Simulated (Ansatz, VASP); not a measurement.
# AlNi in VASP and in Ansatz

File INCAR:

```
  PREC = Accurate
  ENCUT = 520
  EDIFF = 1E-6
  ISMEAR = 0
  SIGMA = 0.15
  LREAL = F
  LASPH = T
  NELM = 100
  ALGO = Fast
  ISIF = 2
  LWAVE = F
  LCHARG = F
  GGA = PS
  NBANDS = 14
```

KPOINTS

```
regular mesh
0
Gamma
  18 18 16
```

File POSCAR:

```
AlNi
1.0
    1.9386940000     -1.9531901500      0.0000000000
    1.9386940000      1.9531901500      0.0000000000
    0.0000000000      0.0000000000      3.0994300413
Al Ni
1 1
Direct
    0.0000000000      0.0000000000      0.0000000000
    0.5000000000      0.5000000000      0.3548120158
```

Input for Ansatz:

```yaml
crystal:
  lattice:
    - [1.938694, -1.95319015, 0.0]
    - [1.938694, 1.95319015, 0.0]
    - [0.0, 0.0, 3.0994300413]
  atoms:
    - { symbol: Al, position: [0.0, 0.0, 0.0] }
    - { symbol: Ni, position: [0.5, 0.5, 0.3548120158] }
basis:
  ecutwfc: 420
kpoints:
  mp_grid: { grid: [18, 18, 16] }
hamiltonian:
  xc: pbesol
scf:
  occupations: { method: gaussian, width: 0.15 }
output:
  forces: true
  stress: true
  eigenvalues: true
  write_density: true
  write_potential: true
  elf: true
  volumetric_format: npy
```

Alike in both runs: task single point; functional PBEsol; k mesh 18 × 18 × 16; occupations gaussian, width 0.15 eV; no spin polarisation.

|  | VASP | Ansatz |
| --- | --- | --- |
| version | VASP 6.6.1 | Ansatz 0.2.0 |
| potentials or method | VASP PAW PBE potentials, release 64 (Al, Ni), cutoff 520 eV | scalar-relativistic, plane waves, PAW |
| valence electrons in the cell | 13 | 21 |

VASP gave:

* gap on the k mesh at the Fermi level (eV): none
* pressure (GPa): 16.3
* traceless stress, the component that is largest in VASP (GPa): -12.44
* rms of the force components (eV/Å): 1.733

Problem. Which values does Ansatz return?

Solution. gap on the k mesh at the Fermi level (eV): none; pressure (GPa): 15.8; traceless stress, the component that is largest in VASP (GPa): -12.24; rms of the force components (eV/Å): 1.725.

VASP's potentials were made for PBE, not for PBEsol. Atom by atom the forces differ by 0.008 eV/Å (rms over components). A gap of «none» marks a metal or a gap that the smearing closes. The functional is the same, so the differences come from potentials, cutoffs and numerics. VASP's potentials hold 13 valence electrons a cell and Ansatz's 21, so a difference there can come from the potentials and not from the codes.
